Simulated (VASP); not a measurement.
# BaTe (Fm-3m) in VASP: elastic constants with PBE

Aim: the elastic constants of BaTe with PBE.

All numbers are computed with VASP 6.6.1; they aren't measurements. Logs are shortened: lines on timing, memory, paths and dates and some standing lists are left out, and cuts for length are marked.

## 1. The cell of the first run

Symmetry: Fm-3m, No. 225, cubic system. The conventional cell has a = 6.820 Å, b = 6.820 Å, c = 6.820 Å, α = 90.00°, β = 90.00°, γ = 90.00°. Within 4.5 Å of Ba (site symmetry m-3m) lie 6 Te at 3.41 Å. Te (site symmetry m-3m) has 6 Ba at 3.41 Å within 4.5 Å.

## 2. Elastic constants, PBE

INCAR

```
SYSTEM = BaTe
ALGO     = Normal         ! electronic algorithm
EDIFF    = 1E-8           ! SCF threshold, eV
ENCUT    = 600            ! plane-wave cutoff, eV
GGA      = PE             ! functional
IBRION   = 6              ! ionic algorithm
ISIF     = 3              ! what is computed and relaxed
ISMEAR   = 0              ! smearing method
LASPH    = .TRUE.         ! aspherical terms in the spheres
LCHARG   = .FALSE.        ! write CHGCAR
LREAL    = .FALSE.        ! projectors in reciprocal space
LWAVE    = .FALSE.        ! write WAVECAR
NELM     = 80             ! most SCF steps
NFREE    = 2            
NSW      = 1              ! ionic steps
POTIM    = 0.015          ! step
PREC     = Accurate       ! precision mode
SIGMA    = 0.01           ! smearing width, eV
```

KPOINTS

```
k-points
0
G
  6 6 6
  0 0 0
```

POSCAR

```
BaTe
1.0
    0.0000000000      3.4100000000      3.4100000000
    3.4100000000      0.0000000000      3.4100000000
    3.4100000000      3.4100000000      0.0000000000
Ba Te
1 1
Direct
    0.0000000000      0.0000000000      0.0000000000
    0.5000000000      0.5000000000      0.5000000000
```

Potentials or basis: VASP PAW PBE potentials, release 64 (Ba_sv, Te).

Launch:

```console
$ cat potpaw_PBE.64/Ba_sv/POTCAR potpaw_PBE.64/Te/POTCAR > POTCAR
$ mpirun -np 1 vasp_std > vasp.out
```

OUTCAR:

```text
SYSTEM = BaTe
   EDIFF = 1E-8
   ENCUT = 600
   GGA = PE
   IBRION = 6
   ISIF = 3
   ISMEAR = 0
   LASPH = .TRUE.
   LREAL = .FALSE.
   NELM = 80
   NFREE = 2
   NSW = 1
   POTIM = 0.015
   PREC = Accurate

 ion  position               nearest neighbor table
   1  0.000  0.000  0.000-   2 3.41   2 3.41   2 3.41   2 3.41   2 3.41   2 3.41
   2  0.500  0.500  0.500-   1 3.41   1 3.41   1 3.41   1 3.41   1 3.41   1 3.41

  LATTYP: Found a face centered cubic cell.
 ALAT       =     6.8200000000

  Lattice vectors:

 A1 = (   0.0000000000,   3.4100000000,   3.4100000000)
 A2 = (   3.4100000000,   0.0000000000,   3.4100000000)
 A3 = (   3.4100000000,   3.4100000000,   0.0000000000)

Analysis of symmetry for initial positions (statically):
=====================================================================
 Subroutine PRICEL returns:
 Original cell was already a primitive cell.

 Routine SETGRP: Setting up the symmetry group for a
 face centered cubic supercell.

 Subroutine GETGRP returns: Found 48 space group operations
 (whereof 48 operations were pure point group operations)
 out of a pool of 48 trial point group operations.

The static configuration has the point symmetry O_h .

Analysis of symmetry for dynamics (positions and initial velocities):
=====================================================================
 Subroutine PRICEL returns:
 Original cell was already a primitive cell.

 Routine SETGRP: Setting up the symmetry group for a
 face centered cubic supercell.

 Subroutine GETGRP returns: Found 48 space group operations
 (whereof 48 operations were pure point group operations)
 out of a pool of 48 trial point group operations.

The dynamic configuration has the point symmetry O_h .

 Subroutine INISYM returns: Found 48 space group operations
 (whereof 48 operations are pure point group operations),
 and found     1 'primitive' translations

----------------------------------------------------------------------------------------

                                     Primitive cell

  volume of cell :      79.3036

  direct lattice vectors                    reciprocal lattice vectors
     0.000000000  3.410000000  3.410000000    -0.146627566  0.146627566  0.146627566
     3.410000000  0.000000000  3.410000000     0.146627566 -0.146627566  0.146627566
     3.410000000  3.410000000  0.000000000     0.146627566  0.146627566 -0.146627566

  length of vectors
     4.822468248  4.822468248  4.822468248     0.253966394  0.253966394  0.253966394

  position of ions in fractional coordinates (direct lattice)
     0.000000000  0.000000000  0.000000000
     0.500000000  0.500000000  0.500000000

  ion indices of the primitive-cell ions
   primitive index   ion index
                 1           1
                 2           2

----------------------------------------------------------------------------------------

 KPOINTS: k-points

Automatic generation of k-mesh.
 Grid dimensions read from file:
 generate k-points for:    6    6    6

 Generating k-lattice:

  Cartesian coordinates                     Fractional coordinates (reciprocal lattice)
    -0.024437928  0.024437928  0.024437928     0.166666667  0.000000000  0.000000000
     0.024437928 -0.024437928  0.024437928     0.000000000  0.166666667  0.000000000
     0.024437928  0.024437928 -0.024437928     0.000000000  0.000000000  0.166666667

  Length of vectors
     0.042327732  0.042327732  0.042327732

  Shift w.r.t. Gamma in fractional coordinates (k-lattice)
[... 212 lines left out ...]
      5      -6.8624      2.00000
      6       2.8838      2.00000
      7       2.8838      2.00000
      8       2.9433      2.00000
      9       5.7149      0.00000
     10       5.7149      0.00000
     11       5.8190      0.00000
     12       6.1569      0.00000
[... 331 lines left out ...]
 k-point    24 :       0.5000    0.0000    0.3333
  band No.  band energies     occupation
      1     -23.8658      2.00000
      2      -9.4128      2.00000
      3      -9.2373      2.00000
      4      -9.1647      2.00000
      5      -6.4160      2.00000
      6       1.4963      2.00000
      7       2.0081      2.00000
      8       2.2583      2.00000
      9       4.8656      0.00000
     10       8.0137      0.00000
     11       8.4409      0.00000
     12       8.6153      0.00000

 [... further k-points ...]

[... ionic steps 4 to 14 ...]

--------------------------------------- Ionic step       15  -------------------------------------------

 number of electron      16.0000000 magnetization

------------------------ aborting loop because EDIFF is reached ----------------------------------------
[... 67 lines left out ...]
--------------------------------------- Ionic step       17  -------------------------------------------

 number of electron      16.0000000 magnetization

 Free energy of the ion-electron system (eV)
  ---------------------------------------------------
  ext. energy  EPLUGINS =         0.00000000
  ---------------------------------------------------
  free energy    TOTEN  =        -8.51202598 eV

  energy without entropy =       -8.51202598  energy(sigma->0) =       -8.51202598

 E-fermi :   2.8524     XC(G=0):  -8.5639

 val. band max:        2.7962090229   @ k =   0.0000   0.0000   0.0000
 cond. band min:       4.1246447115   @ k =   0.0000   0.5000   0.5000
 fundamental gap:      1.3284356887
 Fermi energy:         2.8524486760

 k-point     1 :       0.0000    0.0000    0.0000
  band No.  band energies     occupation
      1     -24.0335      2.00000
      2      -9.2077      2.00000
      3      -9.2075      2.00000
      4      -9.2075      2.00000
      5      -6.9300      2.00000
      6       2.7961      2.00000
      7       2.7961      2.00000
      8       2.7962      2.00000
      9       5.6587      0.00000
     10       5.6592      0.00000
     11       5.6592      0.00000
     12       6.0247      0.00000
[... 331 lines left out ...]
 k-point    24 :       0.0000   -0.3333    0.3333
  band No.  band energies     occupation
      1     -24.0079      2.00000
      2      -9.5812      2.00000
      3      -9.4137      2.00000
      4      -9.2620      2.00000
      5      -6.2910      2.00000
      6       1.0545      2.00000
      7       1.7416      2.00000
      8       1.7537      2.00000
      9       5.9874      0.00000
     10       7.5185      0.00000
     11       7.7286      0.00000
     12       7.9929      0.00000

 [... further k-points ...]

------------------------ aborting loop because EDIFF is reached ----------------------------------------

  FORCE on cell =-STRESS in cart. coord.  units (eV):
  Direction    XX          YY          ZZ          XY          YZ          ZX
  --------------------------------------------------------------------------------------
  -------------------------------------------------------------------------------------
  Total        2.1084655      2.1033581      2.1033581      0.0000000      0.0000000      0.0000000
  in kB       42.5974845     42.4942985     42.4942985      0.0000000      0.0000000      0.0000000
  external PRESSURE =      42.5286939 kB  Pullay stress =       0.0000000 kB
[... 17 lines left out ...]
  FREE ENERGIE OF THE ION-ELECTRON SYSTEM (eV)
  ---------------------------------------------------
  free  energy   TOTEN  =        -8.5120259807 eV

  energy  without entropy=       -8.5120259807  energy(sigma->0) =       -8.51202598

 INTERNAL STRAIN TENSORS FROM STRAINED CELLS
 ============================================

 INTERNAL STRAIN TENSOR FOR ION    1 for displacements in x,y,z  (eV/Angst):
          X           Y           Z          XY          YZ          ZX
  --------------------------------------------------------------------------------
  x     0.00000    -0.00000     0.00000     0.00000     0.00000    -0.00000
  y    -0.00000    -0.00000     0.00000    -0.00000     0.00000     0.00000
  z     0.00000    -0.00000     0.00000     0.00000     0.00000     0.00000

 INTERNAL STRAIN TENSORS FROM DISPLACED ATOMS
 ============================================

 INTERNAL STRAIN TENSOR FOR ION    1 for displacements in x,y,z  (eV/Angst):
          X           Y           Z          XY          YZ          ZX
  --------------------------------------------------------------------------------
  x     0.00000     0.00000     0.00000     0.00000     0.00000     0.00000
  y     0.00000     0.00000     0.00000     0.00000     0.00000     0.00000
  z     0.00000     0.00000     0.00000     0.00000     0.00000     0.00000

 INTERNAL STRAIN TENSOR FOR ION    2 for displacements in x,y,z  (eV/Angst):
          X           Y           Z          XY          YZ          ZX
  --------------------------------------------------------------------------------
  x     0.00000     0.00000     0.00000     0.00000     0.00000     0.00000
  y     0.00000     0.00000     0.00000     0.00000     0.00000     0.00000
  z     0.00000     0.00000     0.00000     0.00000     0.00000     0.00000

 Eigenvectors and eigenvalues of the dynamical matrix
 ----------------------------------------------------

   1 f  =    3.355169 THz    21.081150 2PiTHz  111.916397 cm-1    13.875859 meV
             X         Y         Z           dx          dy          dz
      0.000000  0.000000  0.000000     0.022977    0.004320    0.693822
      3.410000  3.410000  3.410000    -0.023823   -0.004479   -0.719358
[... 21 lines left out ...]
   6 f/i=    0.000987 THz     0.006199 2PiTHz    0.032911 cm-1     0.004080 meV
             X         Y         Z           dx          dy          dz
      0.000000  0.000000  0.000000     0.228768   -0.646550   -0.218408
      3.410000  3.410000  3.410000     0.220647   -0.623598   -0.210655

--------------------------------------------------------------------------------------------------------

 ELASTIC MODULI CONTR FROM IONIC RELAXATION (kBar)
 Direction    XX          YY          ZZ          XY          YZ          ZX
 --------------------------------------------------------------------------------
 XX           0.0000      0.0000      0.0000      0.0000      0.0000      0.0000
 YY           0.0000      0.0000      0.0000      0.0000      0.0000      0.0000
 ZZ           0.0000      0.0000      0.0000      0.0000      0.0000      0.0000
 XY           0.0000      0.0000      0.0000      0.0000      0.0000      0.0000
 YZ           0.0000      0.0000      0.0000      0.0000      0.0000      0.0000
 ZX           0.0000      0.0000      0.0000      0.0000      0.0000      0.0000
 --------------------------------------------------------------------------------

 TOTAL ELASTIC MODULI (kBar)
 Direction    XX          YY          ZZ          XY          YZ          ZX
 --------------------------------------------------------------------------------
 XX        1088.4247     83.0014     83.0014     -0.0000      0.0000      0.0000
 YY          83.0014   1088.4247     83.0014      0.0000     -0.0000     -0.0000
 ZZ          83.0014     83.0014   1088.4247      0.0000      0.0000     -0.0000
 XY          -0.0000      0.0000      0.0000     96.8724     -0.0000     -0.0000
 YZ           0.0000     -0.0000      0.0000     -0.0000     96.8724     -0.0000
 ZX           0.0000     -0.0000     -0.0000     -0.0000     -0.0000     96.8724
 --------------------------------------------------------------------------------
```

Wall time 20 min (1 thread of Intel Xeon 8259CL, shared host); peak memory 0.35 GiB.

Results:

| Quantity | Value |
| --- | --- |
| Elastic constants C11, C12, C44 | 109, 8, 10 GPa |
| Voigt bulk modulus | 42 GPa |
| Highest phonon frequency at Γ, LO-TO splitting left out | 112 cm⁻¹ |

Phonon frequencies in cm⁻¹ (negative: imaginary):
| q point | frequencies |
| --- | --- |
| (0.000, 0.000, 0.000) | 0 0 0 112 112 112 |

Elastic tensor in Voigt notation (GPa, in the Cartesian axes of the cell as first typed):
```
109   8   8   0   0   0
  8 109   8   0   0   0
  8   8 109   0   0   0
  0   0   0  10   0   0
  0   0   0   0  10   0
  0   0   0   0   0  10
```

Clamped-ion elastic tensor (GPa):
```
109   8   8   0   0   0
  8 109   8   0   0   0
  8   8 109   0   0   0
  0   0   0  10   0   0
  0   0   0   0  10   0
  0   0   0   0   0  10
```

Caveat: the cell is under stress, which shifts elastic constants; spin-orbit coupling is left out, which moves the levels of the heavy elements.
